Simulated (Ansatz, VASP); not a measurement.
Two plane-wave programs on Ga2PtF6

```
Ga Pt F
1.0
     0.00000    3.69011    3.69011
     3.69011    0.00000    3.69011
     3.69011    3.69011    0.00000
Ga Pt F
2 1 6
Direct
  0.75000 0.75000 0.75000
  0.25000 0.25000 0.25000
  0.00000 0.00000 0.00000
  0.50000 0.00000 0.00000
  0.00000 0.50000 0.50000
  0.00000 0.50000 0.00000
  0.50000 0.00000 0.50000
  0.00000 0.00000 0.50000
  0.50000 0.50000 0.00000
```

Change from the starting cell: ordered vacancies on the A sites of perovskite (Fm-3m, No. 225).

Alike in both runs: task relaxation of cell and atoms; functional PBE; k mesh 4 × 4 × 4; occupations gaussian, width 0.1 eV; no spin polarisation.

|  | VASP | Ansatz |
| --- | --- | --- |
| version | VASP 6.6.1 | Ansatz 0.2.0 |
| potentials or method | VASP PAW PBE potentials, release 64 (Ga_d, Pt, F), cutoff 600 eV | scalar-relativistic, plane waves, PAW |
| valence electrons in the cell | 78 | 86 |

Ansatz gave:

- gap on the k mesh at the Fermi level, each at its own relaxed structure (eV): none
- relaxed volume (Å³/atom): 13.75
- relaxed cell length with the largest relative difference (Å): 5.594

Problem. Estimate VASP's values.

Solution. gap on the k mesh at the Fermi level, each at its own relaxed structure (eV): none; relaxed volume (Å³/atom): 13.78; relaxed cell length with the largest relative difference (Å): 5.598.

A gap of «none» marks a metal or a gap that the smearing closes. VASP's potentials hold 78 valence electrons a cell and Ansatz's 86, so a difference there can come from the potentials and not from the codes.

The k mesh is coarse, so the values compare programs but aren't converged. Spin-orbit coupling is off throughout. Noted on VASP's run: the volume moved by over 15 % at a fixed basis, so the end points are rough.
